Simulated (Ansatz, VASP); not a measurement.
## One calculation of W, two programs

```
W
1.0
    -1.22977    1.61912    1.61912
     1.61912   -1.22977    1.61912
     1.61912    1.61912   -1.22977
W
1
Direct
  0.00000 0.00000 0.00000
```

Alike in both runs: task single point; functional PBEsol; k mesh 24 × 24 × 24; occupations gaussian, width 0.15 eV; no spin polarisation.

```csv
,VASP,Ansatz
version,VASP 6.6.1,Ansatz 0.2.0
potentials or method,"VASP PAW PBE potentials, release 64 (W_sv), cutoff 520 eV","scalar-relativistic, plane waves, PAW"
valence electrons in the cell,14,14
```

```csv
,VASP,Ansatz,Ansatz less VASP
gap on the k mesh at the Fermi level (eV),none,none,-
pressure (GPa),7.4,6.4,-0.97
"traceless stress, the component that is largest in VASP (GPa)",-17.01,-16.84,+0.166
```

VASP's potentials were made for PBE, not for PBEsol. A gap of «none» marks a metal or a gap that the smearing closes. With one functional, cell and mesh, what is left measures potentials, basis and numerics.

Spin-orbit coupling is off throughout.
